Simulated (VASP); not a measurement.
Input of a VASP 6.6.1 run:

File POSCAR:

```
BiTe
1.0
    3.1362758686      3.1362758686      0.0000000000
   -3.1362758686      3.1362758686      0.0000000000
    0.0000000000      0.0000000000      6.2725517373
Bi Te
2 2
Direct
    0.0000000000      0.0000000000      0.0000000000
    0.5000000000      0.5000000000      0.5000000000
    0.5000000000      0.5000000000      0.0000000000
    0.0000000000      0.0000000000      0.5000000000
```

The input INCAR.step1:

```
PREC = Accurate
ENCUT = 520
ISMEAR = 0
SIGMA = 0.1
LREAL = False
LASPH = True
NELM = 100
NBANDS = 29
GGA = PE
ALGO = Normal
EDIFF = 1E-4
LWAVE = True
LCHARG = False
```

Contents of INCAR.step2:

```
PREC = Accurate
ENCUT = 520
EDIFF = 1E-7
ISMEAR = 0
SIGMA = 0.1
LREAL = False
LASPH = True
NELM = 100
ALGO = Normal
ISIF = 2
LWAVE = False
LCHARG = True
METAGGA = R2SCAN
LMIXTAU = True
LELF = True
LVHAR = True
NBANDS = 29
ISTART = 1
```

The input KPOINTS:

```
regular mesh
0
Gamma
  10 10 8
```

Potentials or basis: VASP PAW PBE potentials, release 64 (Bi_d, Te).

Command:

```bash
$ cat potpaw_PBE.64/Bi_d/POTCAR potpaw_PBE.64/Te/POTCAR > POTCAR
$ cp INCAR.step1 INCAR
$ mpirun -np 1 vasp_std > vasp.out
$ cp INCAR.step2 INCAR
$ mpirun -np 1 vasp_std > vasp.out
```

(1) Predict the pressure.

(2) What does it give for the band gap on the k mesh?

Answers

(1) 5.8 GPa.

(2) zero (bands 21 and 22 overlap by 3.36 eV).

Caveat: the cell differs from its parent crystal (equal strain along all axes, cell held: -3.0 %); the cell stands under pressure; the PAW data sets were made with another functional, which shifts forces and pressure a little; spin-orbit coupling is left out, which moves the levels of the heavy elements.
